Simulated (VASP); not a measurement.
Here is a VASP 6.6.1 calculation.

INCAR

```
SYSTEM = RbBr
PREC = Accurate
ENCUT = 520
EDIFF = 1E-6
ISMEAR = -1
SIGMA = 0.02
LREAL = .FALSE.
LASPH = .TRUE.
NELM = 100
ALGO = Normal
ISIF = 2
LWAVE = .FALSE.
LCHARG = .TRUE.
LELF = .TRUE.
LVHAR = .TRUE.
NBANDS = 24
```

Contents of KPOINTS:

```
regular mesh
0
G
  6 6 4
  0 0 0
```

POSCAR

```
RbBr
1.0
    4.5873404789      0.0000000000      0.0000000000
   -2.2936702395      3.9727533906      0.0000000000
    0.0000000000      0.0000000000      8.1348007161
Rb Br
2 2
Direct
    0.0000000000      0.0000000000      0.0000000000
    0.0000000000      0.0000000000      0.5000000000
    0.3333333333      0.6666666667      0.2500000000
    0.6666666667      0.3333333333      0.7500000000
```

Potentials or basis: VASP PAW LDA potentials, release 64 (Rb_sv, Br).

Run with:

```console
$ cat potpaw_LDA.64/Rb_sv/POTCAR potpaw_LDA.64/Br/POTCAR > POTCAR
$ mpirun -np 1 vasp_std > vasp.out
```

(1) Predict the band gap on the k mesh.

(2) Estimate the pressure.

Answers

(1) 4.10 eV, direct.

(2) 0.0 GPa.
